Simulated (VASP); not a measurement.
# ZnO: single point with PBE+D3(BJ)

Crystal: ZnO.

```
CELL_PARAMETERS angstrom
3.23535 0.00000 0.00000
-1.61768 2.80190 0.00000
0.00000 0.00000 5.21091
ATOMIC_POSITIONS crystal
Zn 0.33333 0.66667 0.49966
Zn 0.66667 0.33333 0.99966
O 0.66667 0.33333 0.37935
O 0.33333 0.66667 0.87935
```

```json
{"Program": "VASP 6.6.1", "Task": "single point", "Functional": "PBE", "Dispersion": "D3(BJ)", "Potentials or basis": "VASP PAW PBE potentials, release 64 (Zn, O_h)", "Cutoff": "1340 eV", "k mesh": "6 × 6 × 4", "Occupations": "gaussian, width 0.01 eV", "Spin": "no spin polarisation", "Dipole correction": "no", "Further INCAR settings": "ALGO = Normal; EDIFF = 1e-06; NBANDS = 26"}
```

```json
{
 "Pressure": "3.9 GPa",
 "Largest force": "0.006 eV/Å",
 "Band gap on the k mesh": "0.79 eV",
 "Dispersion energy per atom": "-0.226 eV"
}
```

Forces on the atoms (eV/Å):
```
Zn   0.000  0.000  0.006
Zn   0.000  0.000  0.006
O    0.000  0.000 -0.006
O    0.000  0.000 -0.006
```

Stress tensor (GPa, compression positive):
```
3.82 0.00 0.00
0.00 3.82 0.00
0.00 0.00 3.97
```

Levels at points of the mesh, in eV from the valence-band top:
| k point | band 15 | band 16 | band 17 | band 18 | band 19 | band 20 | band 21 | band 22 |
| --- | --- | --- | --- | --- | --- | --- | --- | --- |
| (0.00, 0.00, 0.00) | -0.80 | -0.09 | 0.00 | 0.00 | 0.79 | 5.25 | 8.23 | 12.93 |
| (0.50, 0.00, 0.00) | -2.85 | -2.29 | -1.30 | -0.85 | 5.81 | 6.88 | 7.60 | 8.55 |
| (0.00, 0.00, 0.50) | -0.40 | -0.40 | -0.40 | -0.40 | 3.47 | 3.47 | 10.10 | 10.10 |
| (0.50, 0.00, 0.50) | -1.53 | -1.53 | -1.39 | -1.39 | 5.72 | 5.72 | 8.47 | 8.47 |

Wall time 71 s on 1 thread of Intel(R) Xeon(R) Platinum 8488C (Sapphire Rapids) (shared host), peak memory 0.36 GiB.

Caveat: the cell stands under pressure; semilocal functionals underestimate gaps, and a narrow one can read as zero.
